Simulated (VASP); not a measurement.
Input of a VASP 6.6.1 run:

The input INCAR:

```
SYSTEM = C
PREC = Accurate
ENCUT = 520
EDIFF = 1E-8
ISMEAR = 0
SIGMA = 0.01
LREAL = .FALSE.
LASPH = .TRUE.
NELM = 100
ALGO = Normal
ISIF = 2
LWAVE = .FALSE.
LCHARG = .FALSE.
GGA = PE
IVDW = 12
NBANDS = 11
IBRION = 6
NFREE = 2
POTIM = 0.015
NSW = 1
```

KPOINTS

```
Automatic mesh
0
G
  18 18 18
  0 0 0
```

The input POSCAR:

```
C
1.0
    2.1111326545     -1.2188826925     -0.0119987191
    2.1111326545      1.2188826925     -0.0119987191
   -1.3914343286      0.0000000000      2.8209334919
C
2
Direct
    0.8337901991      0.8337901991      0.0013705973
    0.1662098009      0.1662098009      0.9986294027
```

Potentials or basis: VASP PAW PBE potentials, release 64 (C).

Run with:

```bash
$ cat potpaw_PBE.64/C/POTCAR > POTCAR
$ mpirun -np 1 vasp_std > vasp.out
```

(1) Predict the highest phonon frequency at Γ.

(2) What does it give for the dispersion energy per atom?

Answers

(1) 1615 cm⁻¹.

(2) -0.189 eV.

Caveat: the cell wasn't relaxed at this level first, which shifts response properties.
